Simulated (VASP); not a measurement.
# Ag in VASP: single point with PBEsol

Aim: the single point of Ag with PBEsol.

Everything below comes from runs of VASP 6.6.1. Logs are shortened: lines on timing, memory, paths and dates and some standing lists are left out, and cuts for length are marked.

## 1. The cell of the first run

The cell holds a slab with vacuum, 3 atoms: a = 2.867 Å, b = 4.054 Å, c = 18.867 Å, α = 90.00°, β = 90.00°, γ = 90.00°.

## 2. Single point, PBEsol

The input, POSCAR:

```
Ag
1.0
    2.8669514164      0.0000000000      0.0000000000
    0.0000000000      4.0544815757      0.0000000000
    0.0000000000      0.0000000000     18.8670000000
Ag
3
Direct
    0.0000000000      0.0000000000      0.4240220645
    0.5000000000      0.5000000000      0.5000000000
    0.0000000000      0.0000000000      0.5759779355
```

The input, INCAR.step1:

```
PREC = Accurate
ENCUT = 520
EDIFF = 1E-7
ISMEAR = -1
SIGMA = 0.05
LREAL = False
LASPH = True
NELM = 60
ALGO = Normal
ISIF = 2
LWAVE = False
LCHARG = True
LMAXMIX = 4
LDIPOL = True
IDIPOL = 3
DIPOL = 0.5 0.5 0.500
GGA = PS
NBANDS = 24
```

The input, KPOINTS.step1:

```
regular mesh
0
Gamma
  14 10 1
```

The input, INCAR.step2:

```
PREC = Accurate
ENCUT = 520
EDIFF = 1E-7
ISMEAR = -5
SIGMA = 0.05
LREAL = False
LASPH = True
NELM = 60
ALGO = Normal
ISIF = 2
LWAVE = False
LCHARG = False
LMAXMIX = 4
LDIPOL = True
IDIPOL = 3
DIPOL = 0.5 0.5 0.500
GGA = PS
LORBIT = 11
NEDOS = 1001
ICHARG = 11
```

The input, KPOINTS.step2:

```
regular mesh
0
Gamma
  21 15 1
```

Potentials or basis: VASP PAW PBE potentials, release 64 (Ag).

Launch:

```console
$ cat potpaw_PBE.64/Ag/POTCAR > POTCAR
$ cp INCAR.step1 INCAR
$ cp KPOINTS.step1 KPOINTS
$ mpirun -np 1 vasp_std > vasp.out
$ cp INCAR.step2 INCAR
$ cp KPOINTS.step2 KPOINTS
$ mpirun -np 1 vasp_std > vasp.out
```

OUTCAR:

```text
PREC = Accurate
   ENCUT = 520
   EDIFF = 1E-7
   ISMEAR = -5
   LREAL = False
   LASPH = True
   NELM = 60
   ISIF = 2
   GGA = PS
   LORBIT = 11
   ICHARG = 11

 ion  position               nearest neighbor table
   1  0.000  0.000  0.424-   2 2.87   2 2.87   2 2.87   2 2.87   3 2.87
   2  0.500  0.500  0.500-   1 2.87   3 2.87   1 2.87   3 2.87   1 2.87   3 2.87   1 2.87   3 2.87

   3  0.000  0.000  0.576-   2 2.87   2 2.87   2 2.87   2 2.87   1 2.87

  LATTYP: Found a simple orthorhombic cell.
 ALAT       =     2.8669514164
 B/A-ratio  =     1.4142135624
 C/A-ratio  =     6.5808579427

  Lattice vectors:

 A1 = (   2.8669514164,   0.0000000000,   0.0000000000)
 A2 = (   0.0000000000,   4.0544815757,   0.0000000000)
 A3 = (   0.0000000000,   0.0000000000,  18.8670000000)

Analysis of symmetry for initial positions (statically):
=====================================================================
 Subroutine PRICEL returns:
 Original cell was already a primitive cell.

 Routine SETGRP: Setting up the symmetry group for a
 simple orthorhombic supercell.

 Subroutine GETGRP returns: Found  8 space group operations
 (whereof  8 operations were pure point group operations)
 out of a pool of  8 trial point group operations.

The static configuration has the point symmetry D_2h.

Analysis of symmetry for dynamics (positions and initial velocities):
=====================================================================
 Subroutine PRICEL returns:
 Original cell was already a primitive cell.

 Routine SETGRP: Setting up the symmetry group for a
 simple orthorhombic supercell.

 Subroutine GETGRP returns: Found  8 space group operations
 (whereof  8 operations were pure point group operations)
 out of a pool of  8 trial point group operations.

The dynamic configuration has the point symmetry D_2h.

 Subroutine INISYM returns: Found  8 space group operations
 (whereof  8 operations are pure point group operations),
 and found     1 'primitive' translations

----------------------------------------------------------------------------------------

                                     Primitive cell

  volume of cell :     219.3100

  direct lattice vectors                    reciprocal lattice vectors
     2.866951416  0.000000000  0.000000000     0.348802562  0.000000000  0.000000000
     0.000000000  4.054481576  0.000000000     0.000000000  0.246640657  0.000000000
     0.000000000  0.000000000 18.867000000     0.000000000  0.000000000  0.053002597

  length of vectors
     2.866951416  4.054481576 18.867000000     0.348802562  0.246640657  0.053002597

  position of ions in fractional coordinates (direct lattice)
     0.000000000  0.000000000  0.424022065
     0.500000000  0.500000000  0.500000000
     0.000000000  0.000000000  0.575977935

  ion indices of the primitive-cell ions
   primitive index   ion index
                 1           1
                 2           2
                 3           3

----------------------------------------------------------------------------------------

 KPOINTS: regular mesh

Automatic generation of k-mesh.
 Grid dimensions read from file:
 generate k-points for:   21   15    1

 Generating k-lattice:

  Cartesian coordinates                     Fractional coordinates (reciprocal lattice)
     0.016609646  0.000000000  0.000000000     0.047619048  0.000000000  0.000000000
     0.000000000  0.016442710  0.000000000     0.000000000  0.066666667  0.000000000
     0.000000000  0.000000000  0.053002597     0.000000000  0.000000000  1.000000000

  Length of vectors
     0.016609646  0.016442710  0.053002597

  Shift w.r.t. Gamma in fractional coordinates (k-lattice)
     0.000000000  0.000000000  0.000000000

 TETIRR: Found    892 inequivalent tetrahedra from     1890

 Subroutine IBZKPT returns following result:
 ===========================================

 Found     88 irreducible k-points:

 Following reciprocal coordinates:
            Coordinates               Weight
  0.000000  0.000000  0.000000      1.000000
  0.047619  0.000000  0.000000      2.000000
  0.095238  0.000000  0.000000      2.000000
  0.142857  0.000000  0.000000      2.000000
  0.190476  0.000000  0.000000      2.000000
  0.238095  0.000000  0.000000      2.000000
[... 16 lines left out ...]
  0.000000  0.133333  0.000000      2.000000
  0.047619  0.133333  0.000000      4.000000
 [... further k-points ...]
   k-points           NKPTS =     88   k-points in BZ     NKDIM =     88   number of bands    NBANDS=     20
   number of dos      NEDOS =   1001   number of ions     NIONS =      3
   total plane-waves  NPLWV = 100800
   dimension x,y,z NGX =    24 NGY =   30 NGZ =  140
   dimension x,y,z NGXF=    48 NGYF=   60 NGZF=  280
   ions per type =               3
   NGX,Y,Z   is equivalent  to a cutoff of  13.92, 12.30, 12.34 a.u.
   NGXF,Y,Z  is equivalent  to a cutoff of  27.83, 24.60, 24.67 a.u.
 SYSTEM =  unknown system
   PREC   = accura    normal or accurate (medium, high low for compatibility)
   ISTART =      0    job   : 0-new  1-cont  2-samecut
   ICHARG =     11    charge: 1-file 2-atom 10-const
   ISPIN  =      1    spin polarized calculation?
   LNONCOLLINEAR =      F non collinear calculations
   LSORBIT =      F    spin-orbit coupling
   LASPH  =      T    aspherical Exc in radial PAW
   ENCUT  =  520.0 eV  38.22 Ry    6.18 a.u.   5.33  7.54 35.08*2*pi/ulx,y,z
   NELM   =     60;   NELMIN=  2; NELMDL=  0     # of ELM steps
   EDIFF  = 0.1E-06   stopping-criterion for ELM
   LREAL  =      F    real-space projection
   EDIFFG = 0.1E-05   stopping-criterion for IOM
   NSW    =      0    number of steps for IOM
   IBRION =     -1    ionic relax: 0-MD 1-quasi-New 2-CG
   NFREE  =      0    steps in history (QN), initial steepest desc. (CG)
   ISIF   =      2    stress and relaxation
   ISYM   =      2    0-nonsym 1-usesym 2-fastsym
   POTIM  = 0.5000    time-step for ionic-motion
   TEBEG  =    0.0;   TEEND  =   0.0 temperature during run
   PSTRESS=    0.0 pullay stress
   NELECT =      33.0000    total number of electrons
   NUPDOWN=      -1.0000    fix difference up-down
   EMIN   =  10.00;   EMAX   =-10.00  energy-range for DOS
   EFERMI =   0.00;   METHOD = LEGACY
   ISMEAR =    -5;   SIGMA  =   0.05  broadening in eV -4-tet -1-fermi 0-gaus
   EFERMI_NEDOS =   21; number of points for ismear=-14 and -15
   IALGO  =     38    algorithm
   IMIX   =      4    mixing-type and parameters
     AMIX     =   0.40;   BMIX     =  1.00
     AMIX_MAG =   1.60;   BMIX_MAG =  1.00
  volume/ion in A,a.u.               =      73.10       493.33
  Fermi-wavevector in a.u.,A,eV,Ry     =   0.870750  1.645478 10.316005  0.758205
  Thomas-Fermi vector in A             =   1.989759
   LORBIT       =     11    0 simple, 1 ext, 2 COOP (PROOUT), +10 PAW based schemes
   GGA     = PS    functional components
   LHFCALC =     F    Hartree Fock is set to
   AEXX    =    0.0000 exact exchange contribution
   IVDW    =     0    specifies the selected vdW correction
   LEPSILON=     F    determine dielectric tensor
   LRPA    =     F    only Hartree local field effects (RPA)
 non-spin polarized calculation
 Fermi weights with tetrahedron method with Bloechl corrections
  energy-cutoff  :      520.00
  volume of cell :      219.31
 maximum number of plane-waves:      5945
 NGX is ok and might be reduce to    24

 number of electron      32.9999989 magnetization

 dipolmoment           0.000000      0.000000     -0.000000 electrons x Angstroem

 Free energy of the ion-electron system (eV)
  ---------------------------------------------------
  ext. energy  EPLUGINS =         0.00000000
  ---------------------------------------------------
  free energy    TOTEN  =        -8.17700869 eV

  energy without entropy =       -8.17700869  energy(sigma->0) =       -8.17700869

 E-fermi :  -1.4609     XC(G=0):  -3.8410

 val. band max:       -1.4599251853   @ k =   0.4762   0.1333   0.0000
 cond. band min:      -1.4120215020   @ k =   0.3333   0.0000   0.0000
 fundamental gap:      0.0479036833
 Fermi energy:        -1.4608780361

 k-point     1 :       0.0000    0.0000    0.0000
  band No.  band energies     occupation
      1      -7.9090      2.00000
      2      -7.3158      2.00000
      3      -6.6447      2.00000
      4      -6.5162      2.00000
      5      -6.1905      2.00000
      6      -5.8040      2.00000
[... 12 lines left out ...]
     19       2.1909      0.00000
     20       2.3788      0.00000

 k-point     2 :       0.0476    0.0000    0.0000
  band No.  band energies     occupation
      1      -7.8649      2.00000
      2      -7.2810      2.00000
      3      -6.6277      2.00000
      4      -6.4679      2.00000
      5      -6.2003      2.00000
      6      -5.9173      2.00000
[... 12 lines left out ...]
     19       2.2836      0.00000
     20       2.4232      0.00000

 k-point     3 :       0.0952    0.0000    0.0000
  band No.  band energies     occupation
      1      -7.7397      2.00000
      2      -7.1797      2.00000
      3      -6.5741      2.00000
      4      -6.3263      2.00000
      5      -6.2312      2.00000
      6      -6.0898      2.00000
[... 12 lines left out ...]
     19       2.5528      0.00000
     20       2.5551      0.00000

 k-point     4 :       0.1429    0.0000    0.0000
  band No.  band energies     occupation
      1      -7.5588      2.00000
      2      -7.0182      2.00000
      3      -6.4768      2.00000
      4      -6.2865      2.00000
      5      -6.2738      2.00000
      6      -6.1128      2.00000
[... 429 lines left out ...]
 k-point    23 :       0.0000    0.1333    0.0000
  band No.  band energies     occupation
      1      -7.7884      2.00000
      2      -7.2740      2.00000
      3      -6.6715      2.00000
      4      -6.5742      2.00000
      5      -6.1044      2.00000
      6      -5.8393      2.00000
[... 12 lines left out ...]
     19       0.9904      0.00000
     20       2.4976      0.00000

 k-point    24 :       0.0476    0.1333    0.0000
  band No.  band energies     occupation
      1      -7.7444      2.00000
      2      -7.2390      2.00000
      3      -6.6348      2.00000
      4      -6.5570      2.00000
      5      -6.1021      2.00000
      6      -5.9410      2.00000
[... 12 lines left out ...]
     19       1.0728      0.00000
     20       2.5447      0.00000

 [... further k-points ...]

------------------------ aborting loop because EDIFF is reached ----------------------------------------

 vacuum level on the upper side and lower side of the slab       (xc-potential included)        -0.048        -0.048

  FORCE on cell =-STRESS in cart. coord.  units (eV):
  Direction    XX          YY          ZZ          XY          YZ          ZX
  --------------------------------------------------------------------------------------
  -------------------------------------------------------------------------------------
  Total       -2.4002257     -2.4075400     -0.5981245      0.0000000      0.0000000      0.0000000
  in kB      -17.5349347    -17.5883694     -4.3696199      0.0000000      0.0000000      0.0000000
  external PRESSURE =     -13.1643080 kB  Pullay stress =       0.0000000 kB

 VOLUME and BASIS-vectors are now :
 -----------------------------------------------------------------------------
  energy-cutoff  :      520.00
  volume of cell :      219.31
      direct lattice vectors                 reciprocal lattice vectors
     2.866951416  0.000000000  0.000000000     0.348802562  0.000000000  0.000000000
     0.000000000  4.054481576  0.000000000     0.000000000  0.246640657  0.000000000
     0.000000000  0.000000000 18.867000000     0.000000000  0.000000000  0.053002597

 POSITION                                       TOTAL-FORCE (eV/Angst)
 -----------------------------------------------------------------------------------
      0.00000      0.00000      8.00002         0.000000     -0.000000      0.344412
      1.43348      2.02724      9.43350         0.000000      0.000000      0.000000
      0.00000      0.00000     10.86698        -0.000000      0.000000     -0.344412
 -----------------------------------------------------------------------------------
    total drift:                                0.000000      0.000000     -0.000000

  FREE ENERGIE OF THE ION-ELECTRON SYSTEM (eV)
  ---------------------------------------------------
  free  energy   TOTEN  =        -8.1770086920 eV

  energy  without entropy=       -8.1770086920  energy(sigma->0) =       -8.17700869

 vacuum level on the upper side and lower side of the slab         2.906         2.906

 total charge

# of ion       s       p       d       tot
------------------------------------------
    1        0.412   0.176   9.203   9.792
    2        0.418   0.269   9.147   9.835
    3        0.412   0.176   9.203   9.792
--------------------------------------------------
tot          1.243   0.621  27.554  29.418
```

Run time: 5.8 min. Hardware: 1 thread of Intel Xeon Platinum 8488C (Sapphire Rapids), shared host; peak memory 0.49 GiB.

Results:

| Item | Value |
| --- | --- |
| Valence electrons inside the program's atomic spheres | Ag 9.79, 9.84 (each value once) |

Caveat: the PAW data sets were made with another functional, which shifts forces and pressure a little.
